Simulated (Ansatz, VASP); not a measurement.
**Ag in VASP and in Ansatz**

INCAR

```
SYSTEM = Ag
  ALGO = Normal
  EDIFF = 1E-6
  ENCUT = 520
  GGA = PE
  ISIF = 2
  ISMEAR = 0
  LASPH = .TRUE.
  LCHARG = .FALSE.
  LREAL = .FALSE.
  LWAVE = .FALSE.
  NBANDS = 12
  NELM = 60
  PREC = Accurate
  SIGMA = 0.15
```

Contents of KPOINTS:

```
k-points
0
G
  20 20 20
  0 0 0
```

POSCAR

```
Ag
1.0
    0.0000000000      1.9613760000      2.1248240000
    1.9613760000      0.0000000000      2.1248240000
    1.9613760000      1.9613760000      0.0000000000
Ag
1
Direct
    0.0000000000      0.0000000000      0.0000000000
```

Input for Ansatz:

```yaml
crystal:
  lattice:
    - [0.0, 1.961376, 2.124824]
    - [1.961376, 0.0, 2.124824]
    - [1.961376, 1.961376, 0.0]
  atoms:
    - { symbol: Ag, position: [0.0, 0.0, 0.0] }
basis:
  ecutwfc: 420
kpoints:
  mp_grid: { grid: [20, 20, 20] }
hamiltonian:
  xc: pbe
scf:
  occupations: { method: gaussian, width: 0.15 }
output:
  forces: true
  stress: true
  eigenvalues: true
```

Change from the starting cell: strain -0.040 along x and y, +0.040 along z, atoms carried along.

Alike in both runs: task single point; functional PBE; k mesh 20 × 20 × 20; occupations gaussian, width 0.15 eV; no spin polarisation.

|  | VASP | Ansatz |
| --- | --- | --- |
| version | VASP 6.6.1 | Ansatz 0.2.0 |
| potentials or method | VASP PAW PBE potentials, release 64 (Ag), cutoff 520 eV | scalar-relativistic, plane waves, PAW |
| valence electrons in the cell | 11 | 19 |

Ansatz gave:

* gap on the k mesh at the Fermi level (eV): none
* pressure (GPa): 10.6
* traceless stress, the component that is largest in VASP (GPa): -3.30

Task: Which values does VASP return?

Result: gap on the k mesh at the Fermi level (eV): none; pressure (GPa): 10.3; traceless stress, the component that is largest in VASP (GPa): -3.28.

A gap of «none» marks a metal or a gap that the smearing closes. The functional is the same, so the differences come from potentials, cutoffs and numerics. VASP's potentials hold 11 valence electrons a cell and Ansatz's 19, so a difference there can come from the potentials and not from the codes.
